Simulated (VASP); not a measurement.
# NiO2 (Cmcm) in VASP: a series of runs, part 2 of 2

VASP 6.6.1.

## 5. Single point, PBEsol (strain +0.0150 x Voigt [0, 1, 0, 0, 0, 0])

File INCAR:

```
SYSTEM = NiO2
  PREC = Accurate
  ENCUT = 700
  EDIFF = 1E-6
  ISMEAR = 0
  SIGMA = 0.05
  LREAL = .FALSE.
  LASPH = .TRUE.
  NELM = 120
  ALGO = Normal
  ISIF = 2
  LWAVE = .FALSE.
  LCHARG = .FALSE.
  GGA = PS
  NBANDS = 39
  GGA_COMPAT = .FALSE.
```

File KPOINTS:

```
regular mesh
0
G
  12 12 4
  0 0 0
```

File POSCAR:

```
NiO2
1.0
    2.7833395248      0.0000000000      0.0000000000
   -1.3916697624      2.4465993769      0.0000000000
    0.0000000000      0.0000000000     10.8430490062
Ni O
2 4
Direct
    0.0000000000      0.0000000000      0.0000000000
    0.0000000000      0.0000000000      0.5000000000
    0.6666666667      0.3333333333      0.0860929541
    0.6666666667      0.3333333333      0.4139070459
    0.3333333333      0.6666666667      0.9139070459
    0.3333333333      0.6666666667      0.5860929541
```

Potentials or basis: VASP PAW PBE potentials, release 64 (Ni_sv_GW, O).

On the command line:

```
cat potpaw_PBE.64/Ni_sv_GW/POTCAR potpaw_PBE.64/O/POTCAR > POTCAR
mpirun -np 1 vasp_std > vasp.out
```

OUTCAR:

```text
SYSTEM = NiO2
   PREC = Accurate
   ENCUT = 700
   EDIFF = 1E-6
   ISMEAR = 0
   LREAL = .FALSE.
   LASPH = .TRUE.
   NELM = 120
   ISIF = 2
   GGA = PS

 ion  position               nearest neighbor table
   1  0.000  0.000  0.000-   3 1.86   5 1.86   3 1.86   5 1.86   3 1.88   5 1.88
   2  0.000  0.000  0.500-   4 1.86   6 1.86   4 1.86   6 1.86   4 1.88   6 1.88
   3  0.667  0.333  0.086-   1 1.86   1 1.86   1 1.88
   4  0.667  0.333  0.414-   2 1.86   2 1.86   2 1.88
   5  0.333  0.667  0.914-   1 1.86   1 1.86   1 1.88
   6  0.333  0.667  0.586-   2 1.86   2 1.86   2 1.88

  LATTYP: Found a base centered orthorhombic cell.
 ALAT       =     2.7833395248
 B/A-ratio  =     1.7580315697
 C/A-ratio  =     3.8956975639

  Lattice vectors:

 A1 = (   1.3916697624,  -2.4465993769,   0.0000000000)
 A2 = (   1.3916697624,   2.4465993769,   0.0000000000)
 A3 = (   0.0000000000,   0.0000000000,  10.8430490062)

Analysis of symmetry for initial positions (statically):
=====================================================================
 Subroutine PRICEL returns:
 Original cell was already a primitive cell.

 Routine SETGRP: Setting up the symmetry group for a
 base centered orthorhombic supercell.

 Subroutine GETGRP returns: Found  8 space group operations
 (whereof  4 operations were pure point group operations)
 out of a pool of  8 trial point group operations.

The static configuration has the point symmetry C_2h.
 The point group associated with its full space group is D_2h.

Analysis of symmetry for dynamics (positions and initial velocities):
=====================================================================
 Subroutine PRICEL returns:
 Original cell was already a primitive cell.

 Routine SETGRP: Setting up the symmetry group for a
[... 133 lines left out ...]
   IMIX   =      4    mixing-type and parameters
     AMIX     =   0.40;   BMIX     =  1.00
     AMIX_MAG =   1.60;   BMIX_MAG =  1.00
  volume/ion in A,a.u.               =      12.31        83.05
  Fermi-wavevector in a.u.,A,eV,Ry     =   1.527678  2.886892 31.753268  2.333799
  Thomas-Fermi vector in A             =   2.635541
   LORBIT       =      0    0 simple, 1 ext, 2 COOP (PROOUT), +10 PAW based schemes
   GGA     = PS    functional components
   LHFCALC =     F    Hartree Fock is set to
   AEXX    =    0.0000 exact exchange contribution
   IVDW    =     0    specifies the selected vdW correction
   LEPSILON=     F    determine dielectric tensor
   LRPA    =     F    only Hartree local field effects (RPA)
 non-spin polarized calculation
 Gauss-broadening in eV      SIGMA  =   0.05
  energy-cutoff  :      700.00
  volume of cell :       73.84
 maximum number of plane-waves:      3154
   NGX = 13   NGY = 13   NGZ = 47

 number of electron      60.0000031 magnetization

 Free energy of the ion-electron system (eV)
  ---------------------------------------------------
  ext. energy  EPLUGINS =         0.00000000
  ---------------------------------------------------
  free energy    TOTEN  =       -39.55528449 eV

  energy without entropy =      -39.55528449  energy(sigma->0) =      -39.55528449

 E-fermi :   0.8305     XC(G=0):  -9.8851

 val. band max:        0.5469333566   @ k =  -0.1667   0.0833   0.0000
 cond. band min:       1.6287030733   @ k =   0.0000   0.2500   0.0000
 fundamental gap:      1.0817697168
 Fermi energy:         0.8304992866

 k-point     1 :       0.0000    0.0000    0.0000
  band No.  band energies     occupation
      1    -103.2974      2.00000
      2    -103.2973      2.00000
      3     -63.8809      2.00000
      4     -63.8807      2.00000
      5     -63.8785      2.00000
      6     -63.8785      2.00000
[... 997 lines left out ...]
     38      14.0760      0.00000
     39      14.4195      0.00000

 [... further k-points ...]

------------------------ aborting loop because EDIFF is reached ----------------------------------------

  FORCE on cell =-STRESS in cart. coord.  units (eV):
  Direction    XX          YY          ZZ          XY          YZ          ZX
  --------------------------------------------------------------------------------------
  -------------------------------------------------------------------------------------
  Total       -0.7168300     -2.3313978     -0.8194309      0.0000000      0.0000000      0.0000000
  in kB      -15.5541510    -50.5878818    -17.7804371      0.0000000      0.0000000      0.0000000
  external PRESSURE =     -27.9741567 kB  Pullay stress =       0.0000000 kB

 VOLUME and BASIS-vectors are now :
 -----------------------------------------------------------------------------
  energy-cutoff  :      700.00
  volume of cell :       73.84
      direct lattice vectors                 reciprocal lattice vectors
     2.783339525  0.000000000  0.000000000     0.359280638  0.204365294  0.000000000
    -1.391669762  2.446599377  0.000000000     0.000000000  0.408730587  0.000000000
     0.000000000  0.000000000 10.843049006     0.000000000  0.000000000  0.092224982

 POSITION                                       TOTAL-FORCE (eV/Angst)
 -----------------------------------------------------------------------------------
      0.00000      0.00000      0.00000         0.000000     -0.000000      0.000000
      0.00000      0.00000      5.42152         0.000000     -0.000000      0.000000
      1.39167      0.81553      0.93351        -0.000000      0.066844     -0.139513
      1.39167      0.81553      4.48801        -0.000000      0.066844      0.139513
     -0.00000      1.63107      9.90954         0.000000     -0.066844      0.139513
     -0.00000      1.63107      6.35503         0.000000     -0.066844     -0.139513
 -----------------------------------------------------------------------------------
    total drift:                               -0.000000      0.000000      0.000000

  FREE ENERGIE OF THE ION-ELECTRON SYSTEM (eV)
  ---------------------------------------------------
  free  energy   TOTEN  =       -39.5552844861 eV

  energy  without entropy=      -39.5552844861  energy(sigma->0) =      -39.55528449
```

Wall time 18 min (1 thread of Intel Xeon Platinum 8259CL at 2.50GHz (Skylake/Cascade Lake), shared host); peak memory 0.61 GiB.

Results:

| Quantity | Value |
| --- | --- |
| Free energy | -39.5553 eV |
| Pressure | -2.8 GPa |
| Largest force | 0.155 eV/Å |
| Band gap on the k mesh | 1.08 eV (least direct gap 1.35 eV) |

Forces on the atoms (eV/Å):
```
Ni   0.000  0.000  0.000
Ni   0.000  0.000  0.000
O    0.000  0.067 -0.140
O    0.000  0.067  0.140
O    0.000 -0.067  0.140
O    0.000 -0.067 -0.140
```

Stress tensor (GPa, compression positive):
```
-1.56  0.00  0.00
 0.00 -5.06  0.00
 0.00  0.00 -1.78
```

Caveat: the cell differs from its parent crystal (strain +0.0150 x Voigt [0, 1, 0, 0, 0, 0]); the PAW data sets were made with another functional, which shifts forces and pressure a little; the run has no spin polarisation, though such a crystal can be magnetic. A k mesh can miss the band edges.

## 6. Overview

| cell | gap on the mesh (eV) | pressure (GPa) | largest force (eV/Å) |
| --- | --- | --- | --- |
| a = 2.783, b = 2.742, c = 10.843 Å, angles 90.0, 90.0, 120.5°, 6 atoms | 1.17 | 3.8 | 0.34 |
| a = 2.783, b = 2.762, c = 10.843 Å, angles 90.0, 90.0, 120.2°, 6 atoms | 1.16 | 2.1 | 0.18 |
| a = 2.783, b = 2.825, c = 10.843 Å, angles 90.0, 90.0, 119.5°, 6 atoms | 1.06 | -3.7 | 0.21 |
| a = 2.783, b = 2.815, c = 10.843 Å, angles 90.0, 90.0, 119.6°, 6 atoms | 1.08 | -2.8 | 0.15 |

Alike in all rows: task single point; level PBEsol; potentials or basis VASP PAW PBE potentials, release 64 (Ni_sv_GW, O); no spin polarisation; k mesh 12 × 12 × 4; cutoff (eV) 700; smearing gaussian 0.05 eV.

Caveats: the PAW data sets were made with another functional, which shifts forces and pressure a little; the run has no spin polarisation, though such a crystal can be magnetic; the stress differs along the axes, from 1 to 8 GPa (at least some runs); the cell stands under tension (at least some runs).

Absolute energies hang on the potentials; compare differences alone.
